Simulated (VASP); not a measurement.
# Si16B (a cell with a defect) in VASP: single point with PBEsol

Aim: the single point of Si16B (a cell with a defect) with PBEsol.

All numbers are computed with VASP 6.6.1; they aren't measurements. Logs are shortened: lines on timing, memory, paths and dates and some standing lists are left out, and cuts for length are marked.

### Step 1. The cell of the first run

The cell holds a defect, 17 atoms: a = 7.679 Å, b = 7.679 Å, c = 7.679 Å, α = 60.00°, β = 60.00°, γ = 60.00°.

### Step 2. Single point, PBEsol, collinear spin

INCAR

```
SYSTEM = Si16B
ALGO = Normal
EDIFF = 1E-6
ENCUT = 520
GGA = PS
ISIF = 2
ISMEAR = -1
ISPIN = 2
LASPH = .True.
LCHARG = .False.
LORBIT = 11
LREAL = Auto
LWAVE = .False.
MAGMOM = 0 0 0 0 0 0 0 0 0 0 0 0 0 0 0 0 1
NBANDS = 52
NELM = 150
PREC = Accurate
SIGMA = 0.02
```

KPOINTS

```
k-points
0
Gamma
  2 2 2
  0 0 0
```

POSCAR

```
Si16B
1.0
    0.0000000000      5.4300000000      5.4300000000
    5.4300000000      0.0000000000      5.4300000000
    5.4300000000      5.4300000000      0.0000000000
Si B
16 1
Direct
    0.0065358143     -0.0025926165     -0.0019662268
    0.1228891091      0.1247344783      0.1264108816
    0.0017564828     -0.0011185189      0.4996968793
    0.1229126328      0.1247364211      0.6259756591
    0.0031179509      0.4978332723     -0.0005277630
    0.1212832392      0.6253418225      0.1267062081
    0.0030816057      0.4978427970      0.4996178715
    0.1183001253      0.6268316428      0.6274411704
    0.4939668089      0.0012253895     -0.0003819963
    0.6324734439      0.1227593345      0.1223772007
    0.4940013691      0.0012077784      0.5051628609
    0.6304941826      0.1203350869      0.6245680732
    0.4918415661      0.5057936257      0.0011685579
    0.6323866274      0.6248752678      0.1193264567
    0.4923895759      0.5028493514      0.5023783579
    0.6323401526      0.6249127316      0.6234146221
    0.5635684134      0.8047084354      0.8159740869
```

Potentials or basis: VASP PAW PBE potentials, release 64 (Si, B).

Launch:

```sh
cat potpaw_PBE.64/Si/POTCAR potpaw_PBE.64/B/POTCAR > POTCAR
mpirun -np 1 vasp_std > vasp.out
```

OUTCAR:

```text
SYSTEM = Si16B
   EDIFF = 1E-6
   ENCUT = 520
   GGA = PS
   ISIF = 2
   ISMEAR = -1
   ISPIN = 2
   LASPH = .True.
   LORBIT = 11
   LREAL = Auto
   NELM = 150
   PREC = Accurate

 ion  position               nearest neighbor table
   1  0.007  0.997  0.998-   2 2.33   4 2.33   6 2.33  10 2.35
   2  0.123  0.125  0.126-   9 2.33   1 2.33   5 2.34   3 2.34
   3  0.002  0.999  0.500-  12 2.33   8 2.33   2 2.34   4 2.34
   4  0.123  0.125  0.626-  11 2.33   1 2.33   7 2.34   3 2.34
   5  0.003  0.498  0.999-  14 2.32   8 2.33   6 2.34   2 2.34
   6  0.121  0.625  0.127-  13 2.32   1 2.33   5 2.34   7 2.34
   7  0.003  0.498  0.500-  16 2.32   8 2.33   6 2.34   4 2.34
   8  0.118  0.627  0.627-   3 2.33   7 2.33   5 2.33  15 2.35
   9  0.494  0.001  1.000-  17 2.26   2 2.33  12 2.35  14 2.36  10 2.40
  10  0.632  0.123  0.122-   1 2.35  11 2.40   9 2.40  13 2.40
  11  0.494  0.001  0.505-  17 2.26   4 2.33  12 2.35  16 2.36  10 2.40
  12  0.630  0.120  0.625-  17 2.29   3 2.33  11 2.35   9 2.35  15 2.40
  13  0.492  0.506  0.001-  17 2.19   6 2.32  16 2.37  14 2.37  10 2.40
  14  0.632  0.625  0.119-  17 2.21   5 2.32   9 2.36  13 2.37  15 2.40
  15  0.492  0.503  0.502-   8 2.35  12 2.40  16 2.40  14 2.40
  16  0.632  0.625  0.623-  17 2.21   7 2.32  11 2.36  13 2.37  15 2.40
  17  0.564  0.805  0.816-  13 2.19  14 2.21  16 2.21   9 2.26  11 2.26  12 2.29

  LATTYP: Found a face centered cubic cell.
 ALAT       =    10.8600000000

  Lattice vectors:

 A1 = (   0.0000000000,   5.4300000000,   5.4300000000)
 A2 = (   5.4300000000,   0.0000000000,   5.4300000000)
 A3 = (   5.4300000000,   5.4300000000,   0.0000000000)

Analysis of symmetry for initial positions (statically):
=====================================================================
 Subroutine PRICEL returns:
 Original cell was already a primitive cell.

 Routine SETGRP: Setting up the symmetry group for a
 face centered cubic supercell.

 Subroutine GETGRP returns: Found  1 space group operations
 (whereof  1 operations were pure point group operations)
 out of a pool of 48 trial point group operations.

The static configuration has the point symmetry C_1 .

Analysis of symmetry for dynamics (positions and initial velocities):
=====================================================================
 Subroutine PRICEL returns:
 Original cell was already a primitive cell.

 Routine SETGRP: Setting up the symmetry group for a
 face centered cubic supercell.

 Subroutine GETGRP returns: Found  1 space group operations
 (whereof  1 operations were pure point group operations)
 out of a pool of 48 trial point group operations.

The dynamic configuration has the point symmetry C_1 .

Analysis of structural, dynamic, and magnetic symmetry:
=====================================================================
 Subroutine PRICEL returns:
 Original cell was already a primitive cell.

 Routine SETGRP: Setting up the symmetry group for a
 face centered cubic supercell.

 Subroutine GETGRP returns: Found  1 space group operations
 (whereof  1 operations were pure point group operations)
 out of a pool of 48 trial point group operations.

The overall configuration has the point symmetry C_1 .

 Subroutine INISYM returns: Found  1 space group operations
 (whereof  1 operations are pure point group operations),
 and found     1 'primitive' translations

----------------------------------------------------------------------------------------

                                     Primitive cell

  volume of cell :     320.2060

  direct lattice vectors                    reciprocal lattice vectors
     0.000000000  5.430000000  5.430000000    -0.092081031  0.092081031  0.092081031
     5.430000000  0.000000000  5.430000000     0.092081031 -0.092081031  0.092081031
     5.430000000  5.430000000  0.000000000     0.092081031  0.092081031 -0.092081031

  length of vectors
     7.679179644  7.679179644  7.679179644     0.159489025  0.159489025  0.159489025

  position of ions in fractional coordinates (direct lattice)
     0.006535814  0.997407383  0.998033773
     0.122889109  0.124734478  0.126410882
     0.001756483  0.998881481  0.499696879
     0.122912633  0.124736421  0.625975659
     0.003117951  0.497833272  0.999472237
     0.121283239  0.625341822  0.126706208
[... 73 lines left out ...]
   ions per type =              16   1
   NGX,Y,Z   is equivalent  to a cutoff of  12.99, 12.99, 12.99 a.u.
   NGXF,Y,Z  is equivalent  to a cutoff of  25.98, 25.98, 25.98 a.u.
 SYSTEM =  Si16B
   PREC   = accura    normal or accurate (medium, high low for compatibility)
   ISTART =      0    job   : 0-new  1-cont  2-samecut
   ICHARG =      2    charge: 1-file 2-atom 10-const
   ISPIN  =      2    spin polarized calculation?
   LNONCOLLINEAR =      F non collinear calculations
   LSORBIT =      F    spin-orbit coupling
   LASPH  =      T    aspherical Exc in radial PAW
   ENCUT  =  520.0 eV  38.22 Ry    6.18 a.u.  14.28 14.28 14.28*2*pi/ulx,y,z
   NELM   =    150;   NELMIN=  2; NELMDL= -5     # of ELM steps
   EDIFF  = 0.1E-05   stopping-criterion for ELM
   LREAL  =      T    real-space projection
   EDIFFG = 0.1E-04   stopping-criterion for IOM
   NSW    =      0    number of steps for IOM
   IBRION =     -1    ionic relax: 0-MD 1-quasi-New 2-CG
   NFREE  =      0    steps in history (QN), initial steepest desc. (CG)
   ISIF   =      2    stress and relaxation
   ISYM   =      2    0-nonsym 1-usesym 2-fastsym
   POTIM  = 0.5000    time-step for ionic-motion
   TEBEG  =    0.0;   TEEND  =   0.0 temperature during run
   PSTRESS=    0.0 pullay stress
   NELECT =      67.0000    total number of electrons
   NUPDOWN=      -1.0000    fix difference up-down
   EMIN   =  10.00;   EMAX   =-10.00  energy-range for DOS
   EFERMI =   0.00;   METHOD = LEGACY
   ISMEAR =    -1;   SIGMA  =   0.02  broadening in eV -4-tet -1-fermi 0-gaus
   EFERMI_NEDOS =   21; number of points for ismear=-14 and -15
   IALGO  =     38    algorithm
   IMIX   =      4    mixing-type and parameters
     AMIX     =   0.40;   BMIX     =  1.00
     AMIX_MAG =   1.60;   BMIX_MAG =  1.00
  volume/ion in A,a.u.               =      18.84       127.11
  Fermi-wavevector in a.u.,A,eV,Ry     =   0.971904  1.836632 12.852022  0.944597
  Thomas-Fermi vector in A             =   2.102159
   LORBIT       =     11    0 simple, 1 ext, 2 COOP (PROOUT), +10 PAW based schemes
   GGA     = PS    functional components
   LHFCALC =     F    Hartree Fock is set to
   AEXX    =    0.0000 exact exchange contribution
   IVDW    =     0    specifies the selected vdW correction
   LEPSILON=     F    determine dielectric tensor
   LRPA    =     F    only Hartree local field effects (RPA)
 spin polarized calculation
  energy-cutoff  :      520.00
  volume of cell :      320.21
 maximum number of plane-waves:      8646
 NGX is ok and might be reduce to    60
   NGX = 29   NGY = 29   NGZ = 29

 number of electron      67.0000000 magnetization       0.6624659

 Free energy of the ion-electron system (eV)
  ---------------------------------------------------
  ext. energy  EPLUGINS =         0.00000000
  ---------------------------------------------------
  free energy    TOTEN  =       -94.40648748 eV

  energy without entropy =      -94.40004322  energy(sigma->0) =      -94.40326535

 E-fermi :   6.2318     XC(G=0):  -9.7061

 val. band max:        6.1876992261   @ k =   0.0000   0.5000   0.0000
 cond. band min:       6.2779971171   @ k =   0.0000   0.5000   0.5000
 fundamental gap:      0.0902978910
 Fermi energy:         6.2318316750

 spin component 1

 k-point     1 :       0.0000    0.0000    0.0000
  band No.  band energies     occupation
      1      -6.4947      1.00000
      2      -4.3355      1.00000
      3      -4.0676      1.00000
      4      -4.0619      1.00000
      5      -3.6223      1.00000
      6      -2.6171      1.00000
[... 373 lines left out ...]
     44       9.7943      0.00000
     45      10.1210      0.00000
 Fermi energy:         6.2318316750

 spin component 2

 k-point     1 :       0.0000    0.0000    0.0000
  band No.  band energies     occupation
      1      -6.4402      1.00000
      2      -4.2954      1.00000
      3      -4.0280      1.00000
      4      -4.0217      1.00000
      5      -3.5856      1.00000
      6      -2.5357      1.00000
[... 373 lines left out ...]
     44       9.9060      0.00000
     45      10.1577      0.00000
 [bands above 45 left out]

------------------------ aborting loop because EDIFF is reached ----------------------------------------

  FORCE on cell =-STRESS in cart. coord.  units (eV):
  Direction    XX          YY          ZZ          XY          YZ          ZX
  --------------------------------------------------------------------------------------
  -------------------------------------------------------------------------------------
  Total        1.5593120      1.5621081      1.6361443     -1.8655893      1.8254988     -1.8265149
  in kB        7.8021470      7.8161372      8.1865837     -9.3346307      9.1340343     -9.1391185
  external PRESSURE =       7.9349560 kB  Pullay stress =       0.0000000 kB

 VOLUME and BASIS-vectors are now :
 -----------------------------------------------------------------------------
  energy-cutoff  :      520.00
  volume of cell :      320.21
      direct lattice vectors                 reciprocal lattice vectors
     0.000000000  5.430000000  5.430000000    -0.092081031  0.092081031  0.092081031
     5.430000000  0.000000000  5.430000000     0.092081031 -0.092081031  0.092081031
     5.430000000  5.430000000  0.000000000     0.092081031  0.092081031 -0.092081031

 POSITION                                       TOTAL-FORCE (eV/Angst)
 -----------------------------------------------------------------------------------
     10.83525      5.45481      5.45141         0.015263     -0.015452     -0.010784
      1.36372      1.35370      1.34460         0.002097      0.000250     -0.006270
      8.13728      2.72289      5.43346        -0.002666      0.002842      0.002797
      4.07637      4.06646      1.34473        -0.000129     -0.002039     -0.006183
      8.13037      5.44406      2.72017        -0.010094      0.004202      0.002630
      4.08362      1.34658      4.05417         0.009076     -0.008637     -0.006441
[... 9 lines left out ...]
      6.77842      6.81875      6.82688         0.016475      0.006502     -0.007615
      8.80031      7.49092      7.42974         0.035397     -0.037300      0.062533
 -----------------------------------------------------------------------------------
    total drift:                               -0.000426      0.000988     -0.000262

  FREE ENERGIE OF THE ION-ELECTRON SYSTEM (eV)
  ---------------------------------------------------
  free  energy   TOTEN  =       -94.4064874849 eV

  energy  without entropy=      -94.4000432175  energy(sigma->0) =      -94.40326535

 total charge

# of ion       s       p       d       tot
------------------------------------------
    1        0.744   0.959   0.000   1.703
    2        0.743   0.959   0.000   1.702
    3        0.743   0.959   0.000   1.702
    4        0.743   0.959   0.000   1.702
    5        0.744   0.959   0.000   1.703
    6        0.744   0.960   0.000   1.704
[... 9 lines left out ...]
   16        0.743   0.926   0.000   1.669
   17        0.716   0.953   0.000   1.669
--------------------------------------------------
tot         12.653  15.992   0.000  28.645

 magnetization (x)

# of ion       s       p       d       tot
------------------------------------------
    1       -0.000  -0.000   0.000  -0.000
    2        0.000   0.001   0.000   0.001
    3        0.000   0.001   0.000   0.001
    4        0.000   0.001   0.000   0.001
    5        0.000   0.001   0.000   0.001
    6        0.000   0.001   0.000   0.001
[... 9 lines left out ...]
   16        0.010   0.005   0.000   0.015
   17        0.062   0.014   0.000   0.075
--------------------------------------------------
tot          0.129   0.113   0.000   0.242
```

It took 7 min on 1 thread of Intel Xeon Platinum 8488C (Sapphire Rapids), shared host; peak memory 0.7 GiB.

Results:

| Property | Result |
| --- | --- |
| Free energy | -94.4065 eV |
| Pressure | 0.8 GPa |
| Largest force | 0.081 eV/Å |
| Net moment | 0.66 μB per cell |
| Site moments | Si -0.00, +0.00, +0.02, +0.03, +0.01 (each value once); B +0.07 μB |
| Valence electrons inside the program's atomic spheres | Si 1.70, 1.67 (each value once); B 1.67 |

Forces on the atoms (eV/Å):
```
Si   0.015 -0.015 -0.011
Si   0.002  0.000 -0.006
Si  -0.003  0.003  0.003
Si   0.000 -0.002 -0.006
Si  -0.010  0.004  0.003
Si   0.009 -0.009 -0.006
Si  -0.004  0.010  0.003
Si  -0.013  0.013  0.018
Si  -0.034  0.002 -0.011
Si   0.012 -0.012 -0.002
Si  -0.002  0.034 -0.011
Si  -0.006  0.007 -0.035
Si  -0.008  0.008  0.001
Si  -0.006 -0.016 -0.008
Si  -0.004  0.003  0.015
Si   0.016  0.007 -0.008
B    0.035 -0.037  0.063
```

Stress tensor (GPa, compression positive):
```
 0.78 -0.93 -0.91
-0.93  0.78  0.91
-0.91  0.91  0.82
```

Caveat: the k points lie up to 0.50 Å⁻¹ apart; the PAW data sets were made with another functional, which shifts forces and pressure a little.
